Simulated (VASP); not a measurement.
## Ti: single point with RPBE

Ti:

```xyz
1
Lattice="2.6777 0.0000 0.0000 0.0000 2.6777 0.0000 0.0000 0.0000 2.6777" Properties=species:S:1:pos:R:3 pbc="T T T"
Ti    0.0000    0.0000    0.0000
```

| Item | Value |
| --- | --- |
| Program | VASP 6.6.1 |
| Task | single point |
| Functional | RPBE |
| Potentials or basis | VASP PAW PBE potentials, release 64 (Ti_sv) |
| Cutoff | 520 eV |
| k mesh | 12 × 12 × 12 |
| Occupations | fermi-dirac, width 0.1 eV |
| Spin | no spin polarisation |

```
Pressure               : -0.1 GPa
Band gap on the k mesh : zero (band 6 reaches 8.06 eV, above the bottom of band 7 at 6.03 eV)
```

Levels at points of the mesh, in eV from the Fermi level:
```
           k point  band 3  band 4  band 5  band 6  band 7  band 8  band 9  band 10
(0.00, 0.00, 0.00)  -32.56  -32.56   -5.65   -1.22   -1.22    3.71    3.71     3.71
(0.50, 0.00, 0.00)  -32.49  -32.49   -1.87   -0.54   -0.32    1.98    1.98     3.87
(0.50, 0.50, 0.00)  -33.20  -32.43   -2.50   -0.14    2.37    2.37    4.72     4.90
(0.50, 0.50, 0.50)  -33.10  -33.10   -1.06   -1.06   -1.06    4.81    4.81     8.84
```

Wall time 19 s on 1 thread of AMD EPYC 7R43 64-Core Processor (Zen 3) (shared host), peak memory 0.09 GiB.

Caveat: the PAW data sets were made with another functional, which shifts forces and pressure a little.
